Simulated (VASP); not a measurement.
# PbS in VASP: further runs, part 2 of 3

VASP 6.6.1. Earlier steps stand in the parts before.

**4. Electric field gradients, PBE (volume scaled by 0.94)**

Contents of INCAR:

```
PREC = Accurate
ENCUT = 400
EDIFF = 1E-8
ISMEAR = -1
SIGMA = 0.01
LREAL = F
LASPH = T
NELM = 120
ALGO = Normal
ISIF = 2
LWAVE = F
LCHARG = F
GGA = PE
LEFG = T
NBANDS = 28
GGA_COMPAT = F
```

Contents of KPOINTS:

```
regular mesh
0
Gamma
  7 7 3
```

Contents of POSCAR:

```
PbS
1.0
    2.8804729527     -2.8407997153      0.0000000000
    2.8804729527      2.8407997153      0.0000000000
   -1.0580019767      0.0000000000     11.4702578269
Pb S
2 2
Direct
    0.7756000000      0.7756000000      0.6363800000
    0.2244000000      0.2244000000      0.3636200000
    0.2684000000      0.2684000000      0.5986000000
    0.7316000000      0.7316000000      0.4014000000
```

Potentials or basis: VASP PAW PBE potentials, release 64 (Pb_d, S).

Started as:

```console
$ cat potpaw_PBE.64/Pb_d/POTCAR potpaw_PBE.64/S/POTCAR > POTCAR
$ mpirun -np 1 vasp_std > vasp.out
```

OUTCAR:

```text
PREC = Accurate
   ENCUT = 400
   EDIFF = 1E-8
   ISMEAR = -1
   LREAL = F
   LASPH = T
   NELM = 120
   ISIF = 2
   GGA = PE

 ion  position               nearest neighbor table
   1  0.776  0.776  0.636-   4 2.70   3 2.87   3 2.87   3 2.91   3 2.91
   2  0.224  0.224  0.364-   3 2.70   4 2.87   4 2.87   4 2.91   4 2.91
   3  0.268  0.268  0.599-   2 2.70   1 2.87   1 2.87   1 2.91   1 2.91
   4  0.732  0.732  0.401-   1 2.70   2 2.87   2 2.87   2 2.91   2 2.91

  LATTYP: Found a base centered monoclinic cell.
 ALAT       =     5.7609459054
 B/A-ratio  =     0.9862268322
 C/A-ratio  =     1.9994891546
 COS(beta)  =    -0.0918488301

  Lattice vectors:

 A1 = (   2.8804729527,  -2.8407997153,   0.0000000000)
 A2 = (   2.8804729527,   2.8407997153,   0.0000000000)
 A3 = (  -1.0580019767,   0.0000000000,  11.4702578269)

Analysis of symmetry for initial positions (statically):
=====================================================================
 Subroutine PRICEL returns:
 Original cell was already a primitive cell.

 Routine SETGRP: Setting up the symmetry group for a
 base centered monoclinic supercell.

 Subroutine GETGRP returns: Found  4 space group operations
 (whereof  4 operations were pure point group operations)
 out of a pool of  4 trial point group operations.

The static configuration has the point symmetry C_2h.

Analysis of symmetry for dynamics (positions and initial velocities):
=====================================================================
 Subroutine PRICEL returns:
 Original cell was already a primitive cell.

 Routine SETGRP: Setting up the symmetry group for a
 base centered monoclinic supercell.

 Subroutine GETGRP returns: Found  4 space group operations
 (whereof  4 operations were pure point group operations)
 out of a pool of  4 trial point group operations.

The dynamic configuration has the point symmetry C_2h.

 Subroutine INISYM returns: Found  4 space group operations
 (whereof  4 operations are pure point group operations),
 and found     1 'primitive' translations

----------------------------------------------------------------------------------------

                                     Primitive cell

  volume of cell :     187.7187

  direct lattice vectors                    reciprocal lattice vectors
     2.880472953 -2.840799715  0.000000000     0.173582605 -0.176006776  0.016011038
     2.880472953  2.840799715  0.000000000     0.173582605  0.176006776  0.016011038
    -1.058001977  0.000000000 11.470257827     0.000000000  0.000000000  0.087181998

  length of vectors
     4.045647965  4.045647965 11.518948858     0.247720931  0.247720931  0.087181998

  position of ions in fractional coordinates (direct lattice)
     0.775600000  0.775600000  0.636380000
     0.224400000  0.224400000  0.363620000
     0.268400000  0.268400000  0.598600000
     0.731600000  0.731600000  0.401400000

  ion indices of the primitive-cell ions
   primitive index   ion index
[... 82 lines left out ...]
   ISIF   =      2    stress and relaxation
   ISYM   =      2    0-nonsym 1-usesym 2-fastsym
   POTIM  = 0.5000    time-step for ionic-motion
   TEBEG  =    0.0;   TEEND  =   0.0 temperature during run
   PSTRESS=    0.0 pullay stress
   NELECT =      40.0000    total number of electrons
   NUPDOWN=      -1.0000    fix difference up-down
   EMIN   =  10.00;   EMAX   =-10.00  energy-range for DOS
   EFERMI =   0.00;   METHOD = LEGACY
   ISMEAR =    -1;   SIGMA  =   0.01  broadening in eV -4-tet -1-fermi 0-gaus
   EFERMI_NEDOS =   21; number of points for ismear=-14 and -15
   IALGO  =     38    algorithm
   IMIX   =      4    mixing-type and parameters
     AMIX     =   0.40;   BMIX     =  1.00
     AMIX_MAG =   1.60;   BMIX_MAG =  1.00
  volume/ion in A,a.u.               =      46.93       316.70
  Fermi-wavevector in a.u.,A,eV,Ry     =   0.977820  1.847812 13.008968  0.956132
  Thomas-Fermi vector in A             =   2.108547
   LORBIT       =      0    0 simple, 1 ext, 2 COOP (PROOUT), +10 PAW based schemes
   GGA     = PE    functional components
   LHFCALC =     F    Hartree Fock is set to
   AEXX    =    0.0000 exact exchange contribution
   IVDW    =     0    specifies the selected vdW correction
   LEPSILON=     F    determine dielectric tensor
   LRPA    =     F    only Hartree local field effects (RPA)
 non-spin polarized calculation
  energy-cutoff  :      400.00
  volume of cell :      187.72
 maximum number of plane-waves:      3455
   NGX = 13   NGY = 13   NGZ = 37

 number of electron      39.9999999 magnetization

 Free energy of the ion-electron system (eV)
  ---------------------------------------------------
  ext. energy  EPLUGINS =         0.00000000
  ---------------------------------------------------
  free energy    TOTEN  =       -17.09258094 eV

  energy without entropy =      -17.09258094  energy(sigma->0) =      -17.09258094

 E-fermi :   1.3617     XC(G=0):  -6.1132

 val. band max:        1.1080786627   @ k =   0.0000   0.0000   0.0000
 cond. band min:       2.2684939853   @ k =   0.0000   0.0000   0.3333
 fundamental gap:      1.1604153226
 Fermi energy:         1.3617428867

 k-point     1 :       0.0000    0.0000    0.0000
  band No.  band energies     occupation
      1     -15.2741      2.00000
      2     -15.1608      2.00000
      3     -15.1541      2.00000
      4     -15.1493      2.00000
      5     -15.1057      2.00000
      6     -15.1020      2.00000
[... 733 lines left out ...]
     27       6.3563      0.00000
     28       7.8262      0.00000

 [... further k-points ...]
[... 5 lines left out ...]
  --------------------------------------------------------------------------------------
  -------------------------------------------------------------------------------------
  Total        3.0728343      4.4475969      0.2956392      0.0000000      0.0000000     -0.0120504
  in kB       26.2266084     37.9601930      2.5232774      0.0000000      0.0000000     -0.1028503
  external PRESSURE =      22.2366930 kB  Pullay stress =       0.0000000 kB

 VOLUME and BASIS-vectors are now :
 -----------------------------------------------------------------------------
  energy-cutoff  :      400.00
  volume of cell :      187.72
      direct lattice vectors                 reciprocal lattice vectors
     2.880472953 -2.840799715  0.000000000     0.173582605 -0.176006776  0.016011038
     2.880472953  2.840799715  0.000000000     0.173582605  0.176006776  0.016011038
    -1.058001977  0.000000000 11.470257827     0.000000000  0.000000000  0.087181998

 POSITION                                       TOTAL-FORCE (eV/Angst)
 -----------------------------------------------------------------------------------
      3.79490      0.00000      7.29944        -0.002262      0.000000      0.057965
      0.90805      0.00000      4.17082         0.002262      0.000000     -0.057965
      0.91292      0.00000      6.86610        -0.002351      0.000000      0.072466
      3.79003      0.00000      4.60416         0.002351      0.000000     -0.072466
 -----------------------------------------------------------------------------------
    total drift:                                0.000000      0.000000      0.000000

  FREE ENERGIE OF THE ION-ELECTRON SYSTEM (eV)
  ---------------------------------------------------
  free  energy   TOTEN  =       -17.0925809405 eV

  energy  without entropy=      -17.0925809405  energy(sigma->0) =      -17.09258094

 Electric field gradients (V/A^2)
---------------------------------------------------------------------
 ion       V_xx      V_yy      V_zz      V_xy      V_xz      V_yz
---------------------------------------------------------------------
   1     102.051    41.606  -143.658     0.000     0.493    -0.000
   2     102.051    41.606  -143.658     0.000     0.493     0.000
   3       1.268    -1.098    -0.170    -0.000     0.235     0.000
   4       1.268    -1.098    -0.170     0.000     0.235    -0.000
---------------------------------------------------------------------

 Electric field gradients after diagonalization (V/A^2)
 (convention: |V_zz| > |V_xx| > |V_yy|)
----------------------------------------------------------------------
 ion       V_xx      V_yy      V_zz     asymmetry (V_yy - V_xx)/ V_zz
----------------------------------------------------------------------
   1     102.052    41.606  -143.659       0.421
   2     102.052    41.606  -143.659       0.421
   3      -1.098    -0.208     1.305       0.682
   4      -1.098    -0.208     1.305       0.682
----------------------------------------------------------------------

           NMR quadrupolar parameters

 Cq : quadrupolar parameter    Cq=e*Q*V_zz/h
 eta: asymmetry parameters     (V_yy - V_xx)/ V_zz
 Q  : nuclear electric quadrupole moment in mb (millibarn)
----------------------------------------------------------------------
 ion       Cq(MHz)       eta       Q (mb)
----------------------------------------------------------------------
   1      -0.347       0.421       1.000
   2      -0.347       0.421       1.000
   3       0.003       0.682       1.000
   4       0.003       0.682       1.000
----------------------------------------------------------------------
```

OSZICAR:

```text
N       E                     dE             d eps       ncg     rms          rms(c)
DAV:   1     0.373047406247E+03    0.37305E+03   -0.15911E+04  2544   0.109E+03
DAV:   2     0.268066086594E+02   -0.34624E+03   -0.33659E+03  2652   0.329E+02
DAV:   3    -0.165598124281E+02   -0.43366E+02   -0.42963E+02  3264   0.143E+02
[... 11 lines left out ...]
DAV:  15    -0.170925802152E+02   -0.17301E-04   -0.16064E-05  3224   0.200E-02    0.712E-03
DAV:  16    -0.170925806135E+02   -0.39824E-06   -0.24349E-06  3264   0.843E-03    0.404E-03
DAV:  17    -0.170925807619E+02   -0.14837E-06   -0.20274E-07  2540   0.218E-03    0.879E-04
DAV:  18    -0.170925809349E+02   -0.17301E-06   -0.12691E-07  2372   0.177E-03    0.968E-04
DAV:  19    -0.170925809405E+02   -0.56411E-08   -0.12519E-08  2564   0.824E-04
   1 F= -.17092581E+02 E0= -.17092581E+02  d E =-.167888E-12
```

Run time: 83 s. Hardware: 1 thread of Intel Xeon 6975P-C (Granite Rapids), shared host; peak memory 0.31 GiB.

What came out:

```yaml
Free_energy: -17.0926 eV
Largest_force: 0.073 eV/Å
Band_gap_on_the_k_mesh: 1.16 eV, indirect (the least direct gap lies 0.4 meV higher)
```

Forces in eV/Å, atoms in the order of the input:
```
Pb  -0.002  0.000  0.058
Pb   0.002  0.000 -0.058
S   -0.002  0.000  0.072
S    0.002  0.000 -0.072
```

Levels at points of the mesh, in eV from the valence-band top:
| k point | band 18 | band 19 | band 20 | band 21 | band 22 | band 23 |
| --- | --- | --- | --- | --- | --- | --- |
| (0.00, 0.00, 0.00) | -1.64 | -1.52 | 0.00 | 1.28 | 2.95 | 4.82 |

Electric field gradients, principal values (V/Å²):
```csv
atom,least,middle,greatest (by size)
1 Pb,41.606,102.052,-143.659
2 Pb,41.606,102.052,-143.659
3 S,-0.208,-1.098,1.305
4 S,-0.208,-1.098,1.305
```

Caveat: without QUAD_EFG the Cq values of the log hold for a quadrupole moment of 1 mb, not for the nuclei; spin-orbit coupling is left out, which moves the levels of the heavy elements.

(Part 2 of 3 ends here.)
